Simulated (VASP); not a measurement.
# TiB2 (P6/mmm) in VASP: notebook

The runs below take TiB2 through single point, with PBE, PBE0, LDA+U.

Program: VASP 6.6.1. These are calculated values, not measurements. Logs are shortened: lines on timing, memory, paths and dates and some standing lists are left out, and cuts for length are marked.

**1. The cell of the first run**

The structure is hexagonal, space group P6/mmm (No. 191). The conventional cell has a = 3.029 Å, b = 3.029 Å, c = 3.228 Å, α = 90.00°, β = 90.00°, γ = 120.00°. Within 3.1 Å of Ti (site symmetry 6/mmm) lie 12 B at 2.38 Å and 6 Ti at 3.03 Å. Within 2.4 Å of B (site symmetry -6m2) lie 3 B at 1.75 Å and 6 Ti at 2.38 Å.

**2. Single point, PBE**

Contents of INCAR:

```
SYSTEM = TiB2
PREC     = Accurate       ! precision mode
ENCUT    = 500            ! plane-wave cutoff, eV
EDIFF    = 1E-6           ! SCF threshold, eV
ISMEAR   = -1             ! smearing method
SIGMA    = 0.1            ! smearing width, eV
LREAL    = .False.        ! projectors in reciprocal space
LASPH    = .True.         ! aspherical terms in the spheres
NELM     = 120            ! most SCF steps
ALGO     = Normal         ! electronic algorithm
ISIF     = 2              ! what is computed and relaxed
LWAVE    = .False.        ! write WAVECAR
LCHARG   = .False.        ! write CHGCAR
GGA      = PE             ! functional
NBANDS   = 16             ! bands
GGA_COMPAT= .False.
```

Contents of KPOINTS:

```
Automatic mesh
0
Gamma
  8 8 7
  0 0 0
```

Contents of POSCAR:

```
TiB2
1.0
    3.0292000000      0.0000000000      0.0000000000
   -1.5146000000      2.6233641531      0.0000000000
    0.0000000000      0.0000000000      3.2284000000
Ti B
1 2
Direct
    0.0000000000      0.0000000000      0.0000000000
    0.6666666667      0.3333333333      0.5000000000
    0.3333333333      0.6666666667      0.5000000000
```

Potentials or basis: VASP PAW PBE potentials, release 64 (Ti_sv, B).

On the command line:

```
> cat potpaw_PBE.64/Ti_sv/POTCAR potpaw_PBE.64/B/POTCAR > POTCAR
> mpirun -np 1 vasp_std > vasp.out
```

OUTCAR:

```text
SYSTEM = TiB2
   PREC = Accurate
   ENCUT = 500
   EDIFF = 1E-6
   ISMEAR = -1
   LREAL = .False.
   LASPH = .True.
   NELM = 120
   ISIF = 2
   GGA = PE

 ion  position               nearest neighbor table
   1  0.000  0.000  0.000-   2 2.38   3 2.38   2 2.38   3 2.38   3 2.38   3 2.38   2 2.38   2 2.38
                             2 2.38   2 2.38   3 2.38   3 2.38
   2  0.667  0.333  0.500-   3 1.75   3 1.75   3 1.75   1 2.38   1 2.38   1 2.38   1 2.38   1 2.38
                             1 2.38
   3  0.333  0.667  0.500-   2 1.75   2 1.75   2 1.75   1 2.38   1 2.38   1 2.38   1 2.38   1 2.38
                             1 2.38

  LATTYP: Found a hexagonal cell.
 ALAT       =     3.0292000000
 C/A-ratio  =     1.0657599366

  Lattice vectors:

 A1 = (   3.0292000000,   0.0000000000,   0.0000000000)
 A2 = (  -1.5146000000,   2.6233641531,   0.0000000000)
 A3 = (   0.0000000000,   0.0000000000,   3.2284000000)

Analysis of symmetry for initial positions (statically):
=====================================================================
 Subroutine PRICEL returns:
 Original cell was already a primitive cell.

 Routine SETGRP: Setting up the symmetry group for a
 hexagonal supercell.

 Subroutine GETGRP returns: Found 24 space group operations
 (whereof 24 operations were pure point group operations)
 out of a pool of 24 trial point group operations.

The static configuration has the point symmetry D_6h.

Analysis of symmetry for dynamics (positions and initial velocities):
=====================================================================
 Subroutine PRICEL returns:
 Original cell was already a primitive cell.

 Routine SETGRP: Setting up the symmetry group for a
 hexagonal supercell.

 Subroutine GETGRP returns: Found 24 space group operations
 (whereof 24 operations were pure point group operations)
 out of a pool of 24 trial point group operations.

The dynamic configuration has the point symmetry D_6h.

 Subroutine INISYM returns: Found 24 space group operations
 (whereof 24 operations are pure point group operations),
 and found     1 'primitive' translations

----------------------------------------------------------------------------------------

                                     Primitive cell

  volume of cell :      25.6551

  direct lattice vectors                    reciprocal lattice vectors
     3.029200000  0.000000000  0.000000000     0.330120164  0.190594965  0.000000000
    -1.514600000  2.623364153  0.000000000     0.000000000  0.381189931  0.000000000
     0.000000000  0.000000000  3.228400000     0.000000000  0.000000000  0.309750960
[... 89 lines left out ...]
   NSW    =      0    number of steps for IOM
   IBRION =     -1    ionic relax: 0-MD 1-quasi-New 2-CG
   NFREE  =      0    steps in history (QN), initial steepest desc. (CG)
   ISIF   =      2    stress and relaxation
   ISYM   =      2    0-nonsym 1-usesym 2-fastsym
   POTIM  = 0.5000    time-step for ionic-motion
   TEBEG  =    0.0;   TEEND  =   0.0 temperature during run
   PSTRESS=    0.0 pullay stress
   NELECT =      18.0000    total number of electrons
   NUPDOWN=      -1.0000    fix difference up-down
   EMIN   =  10.00;   EMAX   =-10.00  energy-range for DOS
   EFERMI =   0.00;   METHOD = LEGACY
   ISMEAR =    -1;   SIGMA  =   0.10  broadening in eV -4-tet -1-fermi 0-gaus
   EFERMI_NEDOS =   21; number of points for ismear=-14 and -15
   IALGO  =     38    algorithm
   IMIX   =      4    mixing-type and parameters
     AMIX     =   0.40;   BMIX     =  1.00
     AMIX_MAG =   1.60;   BMIX_MAG =  1.00
  volume/ion in A,a.u.               =       8.55        57.71
  Fermi-wavevector in a.u.,A,eV,Ry     =   1.454703  2.748990 28.792122  2.116161
  Thomas-Fermi vector in A             =   2.571823
   LORBIT       =      0    0 simple, 1 ext, 2 COOP (PROOUT), +10 PAW based schemes
   GGA     = PE    functional components
   LHFCALC =     F    Hartree Fock is set to
   AEXX    =    0.0000 exact exchange contribution
   IVDW    =     0    specifies the selected vdW correction
   LEPSILON=     F    determine dielectric tensor
   LRPA    =     F    only Hartree local field effects (RPA)
 non-spin polarized calculation
  energy-cutoff  :      500.00
  volume of cell :       25.66
 maximum number of plane-waves:       666
 NGX is ok and might be reduce to    24
   NGX = 11   NGY = 11   NGZ = 11

 number of electron      18.0000002 magnetization

 Free energy of the ion-electron system (eV)
  ---------------------------------------------------
  ext. energy  EPLUGINS =         0.00000000
  ---------------------------------------------------
  free energy    TOTEN  =       -24.43792964 eV

  energy without entropy =      -24.42908010  energy(sigma->0) =      -24.43350487

 E-fermi :  10.0319     XC(G=0): -12.7685

 val. band max:        9.8892870924   @ k =   0.0000   0.0000   0.4286
 cond. band min:      10.2852421529   @ k =   0.1250   0.1250   0.2857
 fundamental gap:      0.3959550604
 Fermi energy:        10.0318560758

 k-point     1 :       0.0000    0.0000    0.0000
  band No.  band energies     occupation
      1     -46.9574      2.00000
      2     -23.3114      2.00000
      3     -22.9930      2.00000
      4     -22.9930      2.00000
      5      -3.5081      2.00000
      6       7.3992      2.00000
[... 433 lines left out ...]
      3     -23.3204      2.00000
      4     -23.0599      2.00000
      5      -0.5497      2.00000
      6       2.8890      2.00000
[... 8 lines left out ...]
     15      17.8543      0.00000
     16      22.3419      0.00000

 [... further k-points ...]

------------------------ aborting loop because EDIFF is reached ----------------------------------------

  FORCE on cell =-STRESS in cart. coord.  units (eV):
  Direction    XX          YY          ZZ          XY          YZ          ZX
  --------------------------------------------------------------------------------------
  -------------------------------------------------------------------------------------
  Total        0.1600162      0.1600162     -0.1061898      0.0000000      0.0000000      0.0000000
  in kB        9.9931098      9.9931098     -6.6316175      0.0000000      0.0000000      0.0000000
  external PRESSURE =       4.4515340 kB  Pullay stress =       0.0000000 kB

 VOLUME and BASIS-vectors are now :
 -----------------------------------------------------------------------------
  energy-cutoff  :      500.00
  volume of cell :       25.66
      direct lattice vectors                 reciprocal lattice vectors
     3.029200000  0.000000000  0.000000000     0.330120164  0.190594965  0.000000000
    -1.514600000  2.623364153  0.000000000     0.000000000  0.381189931  0.000000000
     0.000000000  0.000000000  3.228400000     0.000000000  0.000000000  0.309750960

 POSITION                                       TOTAL-FORCE (eV/Angst)
 -----------------------------------------------------------------------------------
      0.00000      0.00000      0.00000         0.000000      0.000000      0.000000
      1.51460      0.87445      1.61420        -0.000000      0.000000     -0.000000
     -0.00000      1.74891      1.61420         0.000000     -0.000000      0.000000
 -----------------------------------------------------------------------------------
    total drift:                               -0.000000      0.000000      0.000000

  FREE ENERGIE OF THE ION-ELECTRON SYSTEM (eV)
  ---------------------------------------------------
  free  energy   TOTEN  =       -24.4379296413 eV

  energy  without entropy=      -24.4290800959  energy(sigma->0) =      -24.43350487
```

OSZICAR:

```text
N       E                     dE             d eps       ncg     rms          rms(c)
DAV:   1     0.119875845472E+03    0.11988E+03   -0.87515E+03  1280   0.125E+03
DAV:   2    -0.227360020655E+02   -0.14261E+03   -0.13777E+03  1408   0.336E+02
DAV:   3    -0.294690745905E+02   -0.67331E+01   -0.66707E+01  1824   0.719E+01
DAV:   4    -0.296096438931E+02   -0.14057E+00   -0.14053E+00  1552   0.938E+00
DAV:   5    -0.296137718277E+02   -0.41279E-02   -0.41277E-02  1848   0.126E+00    0.167E+01
DAV:   6    -0.244535065524E+02    0.51603E+01   -0.20936E+01  1864   0.485E+01    0.379E+00
DAV:   7    -0.244369160947E+02    0.16590E-01   -0.10695E+00  1344   0.118E+01    0.334E+00
DAV:   8    -0.244395605828E+02   -0.26445E-02   -0.81684E-02  2080   0.238E+00    0.796E-01
DAV:   9    -0.244383997277E+02    0.11609E-02   -0.33474E-02  1544   0.233E+00    0.253E-01
DAV:  10    -0.244379226240E+02    0.47710E-03   -0.28039E-03  1688   0.638E-01    0.630E-02
DAV:  11    -0.244379411091E+02   -0.18485E-04   -0.36413E-04  1784   0.206E-01    0.543E-02
DAV:  12    -0.244379299664E+02    0.11143E-04   -0.67762E-05  1512   0.105E-01    0.959E-03
DAV:  13    -0.244379296413E+02    0.32505E-06   -0.35280E-06  1520   0.167E-02
   1 F= -.24437930E+02 E0= -.24433505E+02  d E =-.884955E-02
```

stdout:

```text
POSCAR found type information on POSCAR TiB
 POSCAR found :  2 types and       3 ions
 scaLAPACK will be used
 LDA part: xc-table for (Slater+PW92), standard interpolation
 POSCAR, INCAR and KPOINTS ok, starting setup
 FFT: planning ... GRIDC
 FFT: planning ... GRID_SOFT
 FFT: planning ... GRID
 WAVECAR not read
 entering main loop
```

Wall time 24 s (1 thread of Intel Xeon 8259CL, shared host); peak memory 0.15 GiB.

What came out:

```yaml
Free_energy: -24.4379 eV
Pressure: 0.4 GPa
Band_gap_on_the_k_mesh: zero (bands 9 and 10 overlap by 0.52 eV)
```

Levels at points of the mesh, in eV from the Fermi level:
```csv
k point,band 5,band 6,band 7,band 8,band 9,band 10,band 11,band 12,band 13,band 14
"(0.00, 0.00, 0.00)",-13.54,-2.63,-2.63,-2.36,-2.15,1.86,1.86,3.62,3.62,5.74
"(0.50, 0.00, 0.00)",-9.40,-9.27,-3.30,-3.26,-2.30,1.30,2.71,3.18,3.33,7.41
```

[end of part 1 of 2]
